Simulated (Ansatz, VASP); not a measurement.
# KCl in VASP and in Ansatz

```
K Cl
1.0
     0.00000    3.12472    3.14485
     3.12472    0.00000    3.14485
     3.12472    3.12472    0.00000
K Cl
1 1
Direct
  0.00000 0.00000 0.00000
  0.50000 0.50000 0.50000
```

Change from the starting cell: biaxial_xy strain -0.6%.

Alike in both runs: task single point; functional r2SCAN; k mesh 8 × 8 × 8; no spin polarisation.

|  | VASP | Ansatz |
| --- | --- | --- |
| version | VASP 6.6.1 | Ansatz 0.2.0 |
| potentials or method | VASP PAW PBE potentials, release 64 (K_sv, Cl) | plane waves, PAW |
| plane-wave cutoff (eV) | 520 | 500 |
| occupations | gaussian, width 0.01 eV | fixed |
| valence electrons in the cell | 16 | 16 |

|  | VASP | Ansatz | Ansatz less VASP |
| --- | --- | --- | --- |
| gap on the k mesh at the Fermi level (eV) | 5.88 | 5.88 | -0.003 |
| pressure (GPa) | 0.3 | 0.3 | +0.01 |
| traceless stress, the component that is largest in VASP (GPa) | -0.19 | -0.18 | +0.002 |

VASP's potentials were made for PBE, not for r2SCAN.
